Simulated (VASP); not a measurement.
# Zn2B3 (P4/mbm) in VASP: further runs, part 2 of 2

VASP 6.6.1.

### 3 Relaxation of cell and atoms, PBE

This run uses another cell than the first one, of 11.67 Å³/atom.

File INCAR:

```
PREC = Accurate ; ENCUT = 500
EDIFF = 1E-7 ; ISMEAR = 0
SIGMA = 0.2 ; LREAL = False
LASPH = True ; NELM = 120
ALGO = Normal ; ISIF = 3
LWAVE = False ; LCHARG = False
GGA = PE ; IBRION = 2
NSW = 36 ; EDIFFG = -0.08
GGA_COMPAT = False ; NELMIN = 4
```

File KPOINTS:

```
regular mesh
0
Gamma
  3 3 5
```

File POSCAR:

```
Zn2B3
1.0
    5.8475841400      0.0000000000      0.0000000000
    0.0000000000      5.8475841400      0.0000000000
    0.0000000000      0.0000000000      3.4126633200
Zn B
4 6
Direct
    0.6734000100      0.1734000100      0.0000000000
    0.8265999900      0.6734000100      0.0000000000
    0.3265999900      0.8265999900      0.0000000000
    0.1734000100      0.3265999900      0.0000000000
    0.8714000100      0.3714000100      0.5000000000
    0.6285999900      0.8714000100      0.5000000000
    0.1285999900      0.6285999900      0.5000000000
    0.3714000100      0.1285999900      0.5000000000
    0.5000000000      0.5000000000      0.5000000000
    0.0000000000      0.0000000000      0.5000000000
```

Potentials or basis: VASP PAW PBE potentials, release 64 (Zn, B).

Command:

```console
cat potpaw_PBE.64/Zn/POTCAR potpaw_PBE.64/B/POTCAR > POTCAR
mpirun -np 1 vasp_std > vasp.out
```

OUTCAR:

```text
PREC = Accurate
   ENCUT = 500
   EDIFF = 1E-7
   ISMEAR = 0
   LREAL = False
   LASPH = True
   NELM = 120
   ISIF = 3
   GGA = PE
   IBRION = 2
   NSW = 36
   EDIFFG = -0.08
   NELMIN = 4

 ion  position               nearest neighbor table
   1  0.673  0.173  0.000-   5 2.36   5 2.36   8 2.47   6 2.47   6 2.47   8 2.47   3 2.87
   2  0.827  0.673  0.000-   6 2.36   6 2.36   7 2.47   5 2.47   5 2.47   7 2.47   4 2.87
   3  0.327  0.827  0.000-   7 2.36   7 2.36   8 2.47   6 2.47   6 2.47   8 2.47   1 2.87
   4  0.173  0.327  0.000-   8 2.36   8 2.36   5 2.47   5 2.47   7 2.47   7 2.47   2 2.87
   5  0.871  0.371  0.500-   7 2.13   1 2.36   1 2.36   2 2.47   4 2.47   2 2.47   4 2.47
   6  0.629  0.871  0.500-   8 2.13   2 2.36   2 2.36   1 2.47   1 2.47   3 2.47   3 2.47
   7  0.129  0.629  0.500-   5 2.13   3 2.36   3 2.36   2 2.47   2 2.47   4 2.47   4 2.47
   8  0.371  0.129  0.500-   6 2.13   4 2.36   4 2.36   3 2.47   1 2.47   3 2.47   1 2.47
   9  0.500  0.500  0.500-
  10  0.000  0.000  0.500-

  LATTYP: Found a simple tetragonal cell.
 ALAT       =     5.8475841400
 C/A-ratio  =     0.5836022601

  Lattice vectors:

 A1 = (   5.8475841400,   0.0000000000,   0.0000000000)
 A2 = (   0.0000000000,   5.8475841400,   0.0000000000)
 A3 = (   0.0000000000,   0.0000000000,   3.4126633200)

Analysis of symmetry for initial positions (statically):
=====================================================================
 Subroutine PRICEL returns:
 Original cell was already a primitive cell.

 Routine SETGRP: Setting up the symmetry group for a
 simple tetragonal supercell.

 Subroutine GETGRP returns: Found 16 space group operations
 (whereof  8 operations were pure point group operations)
 out of a pool of 16 trial point group operations.

The static configuration has the point symmetry C_4h.
 The point group associated with its full space group is D_4h.

Analysis of symmetry for dynamics (positions and initial velocities):
=====================================================================
 Subroutine PRICEL returns:
 Original cell was already a primitive cell.

 Routine SETGRP: Setting up the symmetry group for a
 simple tetragonal supercell.

 Subroutine GETGRP returns: Found 16 space group operations
 (whereof  8 operations were pure point group operations)
 out of a pool of 16 trial point group operations.

The dynamic configuration has the point symmetry C_4h.
 The point group associated with its full space group is D_4h.

 Subroutine INISYM returns: Found 16 space group operations
 (whereof  8 operations are pure point group operations),
 and found     1 'primitive' translations

----------------------------------------------------------------------------------------

                                     Primitive cell

  volume of cell :     116.6934

  direct lattice vectors                    reciprocal lattice vectors
     5.847584140  0.000000000  0.000000000     0.171010793  0.000000000  0.000000000
     0.000000000  5.847584140  0.000000000     0.000000000  0.171010793  0.000000000
     0.000000000  0.000000000  3.412663320     0.000000000  0.000000000  0.293026269

  length of vectors
     5.847584140  5.847584140  3.412663320     0.171010793  0.171010793  0.293026269

  position of ions in fractional coordinates (direct lattice)
     0.673400010  0.173400010  0.000000000
     0.826599990  0.673400010  0.000000000
     0.326599990  0.826599990  0.000000000
     0.173400010  0.326599990  0.000000000
     0.871400010  0.371400010  0.500000000
     0.628599990  0.871400010  0.500000000
     0.128599990  0.628599990  0.500000000
[... 45 lines left out ...]
  0.000000  0.000000  0.000000      1.000000
  0.333333  0.000000  0.000000      4.000000
  0.333333  0.333333  0.000000      4.000000
  0.000000  0.000000  0.200000      2.000000
  0.333333  0.000000  0.200000      8.000000
  0.333333  0.333333  0.200000      8.000000
  0.000000  0.000000  0.400000      2.000000
  0.333333  0.000000  0.400000      8.000000
  0.333333  0.333333  0.400000      8.000000
   k-points           NKPTS =      9   k-points in BZ     NKDIM =      9   number of bands    NBANDS=     39
   number of dos      NEDOS =    301   number of ions     NIONS =     10
   total plane-waves  NPLWV =  64512
   dimension x,y,z NGX =    48 NGY =   48 NGZ =   28
   dimension x,y,z NGXF=    96 NGYF=   96 NGZF=   56
   ions per type =               4   6
   NGX,Y,Z   is equivalent  to a cutoff of  13.65, 13.65, 13.64 a.u.
   NGXF,Y,Z  is equivalent  to a cutoff of  27.29, 27.29, 27.28 a.u.
 SYSTEM =  unknown system
   PREC   = accura    normal or accurate (medium, high low for compatibility)
   ISTART =      0    job   : 0-new  1-cont  2-samecut
   ICHARG =      2    charge: 1-file 2-atom 10-const
   ISPIN  =      1    spin polarized calculation?
   LNONCOLLINEAR =      F non collinear calculations
   LSORBIT =      F    spin-orbit coupling
   LASPH  =      T    aspherical Exc in radial PAW
   ENCUT  =  500.0 eV  36.75 Ry    6.06 a.u.  10.66 10.66  6.22*2*pi/ulx,y,z
   NELM   =    120;   NELMIN=  4; NELMDL= -5     # of ELM steps
   EDIFF  = 0.1E-06   stopping-criterion for ELM
   LREAL  =      F    real-space projection
   EDIFFG = -.8E-01   stopping-criterion for IOM
   NSW    =     36    number of steps for IOM
   IBRION =      2    ionic relax: 0-MD 1-quasi-New 2-CG
   NFREE  =      1    steps in history (QN), initial steepest desc. (CG)
   ISIF   =      3    stress and relaxation
   ISYM   =      2    0-nonsym 1-usesym 2-fastsym
   POTIM  = 0.5000    time-step for ionic-motion
   TEBEG  =    0.0;   TEEND  =   0.0 temperature during run
   PSTRESS=    0.0 pullay stress
   NELECT =      66.0000    total number of electrons
   NUPDOWN=      -1.0000    fix difference up-down
   EMIN   =  10.00;   EMAX   =-10.00  energy-range for DOS
   EFERMI =   0.00;   METHOD = LEGACY
   ISMEAR =     0;   SIGMA  =   0.20  broadening in eV -4-tet -1-fermi 0-gaus
   EFERMI_NEDOS =   21; number of points for ismear=-14 and -15
   IALGO  =     38    algorithm
   IMIX   =      4    mixing-type and parameters
     AMIX     =   0.40;   BMIX     =  1.00
     AMIX_MAG =   1.60;   BMIX_MAG =  1.00
  volume/ion in A,a.u.               =      11.67        78.75
  Fermi-wavevector in a.u.,A,eV,Ry     =   1.353861  2.558426 24.938649  1.832939
  Thomas-Fermi vector in A             =   2.481081
   LORBIT       =      0    0 simple, 1 ext, 2 COOP (PROOUT), +10 PAW based schemes
   GGA     = PE    functional components
   LHFCALC =     F    Hartree Fock is set to
   AEXX    =    0.0000 exact exchange contribution
   IVDW    =     0    specifies the selected vdW correction
   LEPSILON=     F    determine dielectric tensor
   LRPA    =     F    only Hartree local field effects (RPA)
 conjugate gradient relaxation of ions
 non-spin polarized calculation
 Gauss-broadening in eV      SIGMA  =   0.20
  energy-cutoff  :      500.00
  volume of cell :      116.69
 maximum number of plane-waves:      2985
 NGX is ok and might be reduce to    42
   NGX = 21   NGY = 21   NGZ = 13

--------------------------------------- Ionic step        1  -------------------------------------------

 number of electron      66.0000005 magnetization

 Free energy of the ion-electron system (eV)
  ---------------------------------------------------
  ext. energy  EPLUGINS =         0.00000000
  ---------------------------------------------------
  free energy    TOTEN  =       -32.81099778 eV

  energy without entropy =      -32.71121045  energy(sigma->0) =      -32.76110411

 E-fermi :   3.9220     XC(G=0): -11.3347

 val. band max:        3.8884388572   @ k =   0.3333   0.0000   0.2000
 cond. band min:       3.9527848361   @ k =   0.3333   0.0000   0.4000
 fundamental gap:      0.0643459789
 Fermi energy:         3.9220106508

 k-point     1 :       0.0000    0.0000    0.0000
  band No.  band energies     occupation
      1      -8.3414      2.00000
      2      -5.1785      2.00000
      3      -4.8356      2.00000
      4      -4.8356      2.00000
      5      -4.2300      2.00000
      6      -3.9098      2.00000
[... 492 lines left out ...]
  FREE ENERGIE OF THE ION-ELECTRON SYSTEM (eV)
  ---------------------------------------------------
  free  energy   TOTEN  =       -35.7561850630 eV

  energy  without entropy=      -35.7195121949  energy(sigma->0) =      -35.73784863

[... ionic steps 4 to 13 ...]

--------------------------------------- Ionic step       14  -------------------------------------------

 number of electron      65.9999896 magnetization

------------------------ aborting loop because EDIFF is reached ----------------------------------------
[... 83 lines left out ...]
--------------------------------------- Ionic step       16  -------------------------------------------

 number of electron      65.9999912 magnetization

 Free energy of the ion-electron system (eV)
  ---------------------------------------------------
  ext. energy  EPLUGINS =         0.00000000
  ---------------------------------------------------
  free energy    TOTEN  =       -38.29744856 eV

  energy without entropy =      -38.26632931  energy(sigma->0) =      -38.28188893

 E-fermi :   5.0131     XC(G=0): -11.9309

 val. band max:        5.0030732909   @ k =   0.3333   0.3333   0.0000
 cond. band min:       5.1002780069   @ k =   0.0000   0.0000   0.0000
 fundamental gap:      0.0972047160
 Fermi energy:         5.0130650722

 k-point     1 :       0.0000    0.0000    0.0000
  band No.  band energies     occupation
      1      -8.4637      2.00000
      2      -4.3043      2.00000
      3      -3.9835      2.00000
      4      -3.9835      2.00000
      5      -3.7226      2.00000
      6      -3.6908      2.00000
[... 404 lines left out ...]
  FREE ENERGIE OF THE ION-ELECTRON SYSTEM (eV)
  ---------------------------------------------------
  free  energy   TOTEN  =       -38.2974485624 eV

  energy  without entropy=      -38.2663293054  energy(sigma->0) =      -38.28188893

 reached required accuracy - stopping structural energy minimisation
```

Run time: 6.6 min. Hardware: 1 thread of AMD EPYC 9R45 (Zen 5), shared host; peak memory 0.22 GiB.

What came out:

* Free energy: -38.2974 eV
* Relaxed volume: 10.10 Å³/atom
* Relaxed cell: a = 4.740 Å, b = 4.740 Å, c = 4.494 Å, α = 90.00°, β = 90.00°, γ = 90.00°
* Space group after relaxing (to 0.1 Å): P4/mbm (No. 127)
* Energy gained by relaxing: 548.6 meV/atom
* Ionic steps: 16
* Pressure after relaxing: 0.3 GPa
* Largest force after relaxing: 0.036 eV/Å
* Band gap on the k mesh: zero (bands 33 and 34 overlap by 3.31 eV)

Forces on the atoms (eV/Å):
```
Zn   0.025  0.025  0.000
Zn  -0.025  0.025  0.000
Zn  -0.025 -0.025  0.000
Zn   0.025 -0.025  0.000
B    0.018  0.018  0.000
B   -0.018  0.018  0.000
B   -0.018 -0.018  0.000
B    0.018 -0.018  0.000
B    0.000  0.000  0.000
B    0.000  0.000  0.000
```

Step by step:
```csv
step,energy change (eV),largest force (eV/Å),pressure (GPa),volume (Å³)
1,0.0000,0.7458,-18.13,116.69
2,-2.7431,0.6391,-1.47,95.57
3,-2.9452,0.7221,7.33,90.70
4,-3.7573,0.6621,9.88,90.16
5,-4.0342,2.2850,15.97,89.07
6,-4.9151,1.0312,6.95,93.85
7,-5.3200,0.3798,0.95,98.37
8,-5.3406,0.4441,-0.38,99.80
9,-5.3401,0.4530,-0.56,100.02
10,-5.3834,0.4566,-0.41,100.56
11,-5.4031,0.3756,0.68,102.09
12,-5.4235,0.4269,0.03,101.37
13,-5.4242,0.4199,0.11,101.48
14,-5.4501,0.3333,-0.30,101.67
15,-5.4814,0.1292,-1.23,102.17
16,-5.4865,0.0357,0.34,100.96
```

Final structure:
```
CELL_PARAMETERS angstrom
4.73958 0.00000 0.00000
0.00000 4.73958 0.00000
0.00000 0.00000 4.49425
ATOMIC_POSITIONS crystal
Zn 0.68174 0.18174 0.00000
Zn 0.81826 0.68174 0.00000
Zn 0.31826 0.81826 0.00000
Zn 0.18174 0.31826 0.00000
B 0.87059 0.37059 0.50000
B 0.62941 0.87059 0.50000
B 0.12941 0.62941 0.50000
B 0.37059 0.12941 0.50000
B 0.50000 0.50000 0.50000
B 0.00000 0.00000 0.50000
```

Levels at points of the mesh, in eV from the Fermi level:
```csv
k point,band 29,band 30,band 31,band 32,band 33,band 34,band 35,band 36,band 37,band 38
"(0.00, 0.00, 0.00)",-3.39,-2.68,-1.52,0.09,0.28,0.39,0.77,0.77,0.77,1.00
```

Caveat: the k points lie up to 0.44 Å⁻¹ apart in the final cell, too coarse for converged energies and pressures of a metal; a cell axis changed by over 15 % at a fixed basis, so the end point is rough; the relaxation stopped at a loose force limit of 0.08 eV/Å, so its end isn't a converged minimum.
